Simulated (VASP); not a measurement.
Input of a VASP 6.6.1 run:

POSCAR

```
Pd
1.0
   -1.5722810000      1.5722810000      1.5722810000
    1.5722810000     -1.5722810000      1.5722810000
    1.5722810000      1.5722810000     -1.5722810000
Pd
1
Direct
    0.0000000000      0.0000000000      0.0000000000
```

The input INCAR.step1:

```
SYSTEM = Pd
  PREC = Accurate
  ENCUT = 520
  ISMEAR = -1
  SIGMA = 0.05
  LREAL = .FALSE.
  LASPH = .TRUE.
  NELM = 150
  LNONCOLLINEAR = .TRUE.
  MAGMOM = 0 0 0
  LSORBIT = .TRUE.
  GGA_COMPAT = .FALSE.
  LMAXMIX = 4
  NBANDS = 21
  GGA = PE
  ALGO = Normal
  EDIFF = 1E-4
  LWAVE = .TRUE.
  LCHARG = .FALSE.
```

File INCAR.step2:

```
SYSTEM = Pd
  PREC = Accurate
  ENCUT = 520
  EDIFF = 1E-6
  ISMEAR = -1
  SIGMA = 0.05
  LREAL = .FALSE.
  LASPH = .TRUE.
  NELM = 150
  ALGO = Normal
  ISIF = 2
  LWAVE = .FALSE.
  LCHARG = .FALSE.
  LNONCOLLINEAR = .TRUE.
  MAGMOM = 0 0 0
  LORBIT = 11
  LSORBIT = .TRUE.
  GGA_COMPAT = .FALSE.
  LORBMOM = .TRUE.
  LMAXMIX = 4
  METAGGA = R2SCAN
  LMIXTAU = .TRUE.
  NBANDS = 21
  ISTART = 1
```

The input KPOINTS:

```
Automatic mesh
0
G
  9 9 9
  0 0 0
```

Potentials or basis: VASP PAW PBE potentials, release 64 (Pd).

Command:

```sh
$ cat potpaw_PBE.64/Pd/POTCAR > POTCAR
$ cp INCAR.step1 INCAR
$ mpirun -np 1 vasp_ncl > vasp.out
$ cp INCAR.step2 INCAR
$ mpirun -np 1 vasp_ncl > vasp.out
```

What does it give for the net moment?

0.00 μB per cell.

Estimate the pressure.

-5.2 GPa.

Moments on the atoms (μB; x, y, z):
```
Pd  0.00 0.00 0.00
```

Caveat: the PAW data sets were made with another functional, which shifts forces and pressure a little.
